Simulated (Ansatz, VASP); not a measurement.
Co in VASP and in Ansatz

```
Co
1.0
     2.44308    0.00000    0.00000
    -1.22154    2.11577    0.00000
     0.00000    0.00000    3.96550
Co
2
Direct
  0.33333 0.66667 0.25000
  0.66667 0.33333 0.75000
```

Alike in both runs: task single point; functional PBE; k mesh 13 × 13 × 7; collinear spin.

```csv
,VASP,Ansatz
version,VASP 6.6.1,Ansatz 0.2.0
potentials or method,"VASP PAW PBE potentials, release 64 (Co), cutoff 520 eV","plane waves, PAW"
occupations,"gaussian, width 0.1 eV",gaussian
valence electrons in the cell,18,34
```

VASP gave:

- pressure (GPa): 13.2
- traceless stress, the component that is largest in VASP (GPa): -1.47
- net moment per atom (μB): 1.57
- size of the moment on the site where the two differ most (μB): 1.58

**Question.** Estimate Ansatz's values.

**Answer.** Pressure (GPa): 14.3; traceless stress, the component that is largest in VASP (GPa): -1.39; net moment per atom (μB): 1.58; size of the moment on the site where the two differ most (μB): 1.65.

Site moments also hang on the region over which each program counts them. VASP's potentials hold 18 valence electrons a cell and Ansatz's 34, so a difference there can come from the potentials and not from the codes.
